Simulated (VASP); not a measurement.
Set up this calculation in VASP 6.6.1, as the native input.

```
Task                   : single point
Functional             : PBE
Potentials or basis    : VASP PAW PBE potentials, release 64 (Ti_sv, C)
Cutoff                 : 520 eV
k mesh                 : 4 × 4 × 4
Occupations            : gaussian, width 0.1 eV
Spin                   : collinear spin, ferromagnetic start
Starting moments       : [1.0, 1.0, 1.0, 1.0, 0.0, 0.0, 0.0] μB
Dipole correction      : no
Further INCAR settings : ALGO = Normal; EDIFF = 1e-06; NBANDS = 43
```

The structure of Ti4C3 lies in POSCAR:

```
Ti4C3
1.0
    4.3102352073      0.0000000000      0.0000000000
    0.0000000000      4.3102352073      0.0000000000
    0.0000000000      0.0000000000      4.3102352073
Ti C
4 3
Direct
    0.5000000000      0.0000000000      0.0000000000
    0.0000000000      0.5000000000      0.0000000000
    0.0000000000      0.0000000000      0.5000000000
    0.5000000000      0.5000000000      0.5000000000
    0.0000000000      0.5000000000      0.5000000000
    0.5000000000      0.0000000000      0.5000000000
    0.5000000000      0.5000000000      0.0000000000
```

The input as run:

INCAR

```
PREC = Accurate
ENCUT = 520
EDIFF = 1E-6
ISMEAR = 0
SIGMA = 0.1
LREAL = False
LASPH = True
NELM = 150
ALGO = Normal
ISIF = 2
LWAVE = False
LCHARG = False
ISPIN = 2
MAGMOM = 1 1 1 1 0 0 0
LORBIT = 11
LMAXMIX = 4
GGA = PE
NBANDS = 43
```

KPOINTS

```
Automatic mesh
0
Gamma
  4 4 4
```

Potentials or basis: VASP PAW PBE potentials, release 64 (Ti_sv, C).

Command:

```console
$ cat potpaw_PBE.64/Ti_sv/POTCAR potpaw_PBE.64/C/POTCAR > POTCAR
$ mpirun -np 1 vasp_std > vasp.out
```

Results of the run:

| Quantity | Value |
| --- | --- |
| Pressure | 0.1 GPa |
| Band gap on the k mesh | zero (filled and empty bands overlap) |
| Net moment | 0.00 μB per cell |
| Valence electrons inside the program's atomic spheres | Ti 10.32, 10.42; C 2.40 |

Caveat: the k points lie up to 0.36 Å⁻¹ apart.

Run time: 35 s on 1 thread of Intel(R) Xeon(R) 6975P-C (Granite Rapids) (shared host), peak memory 0.23 GiB.
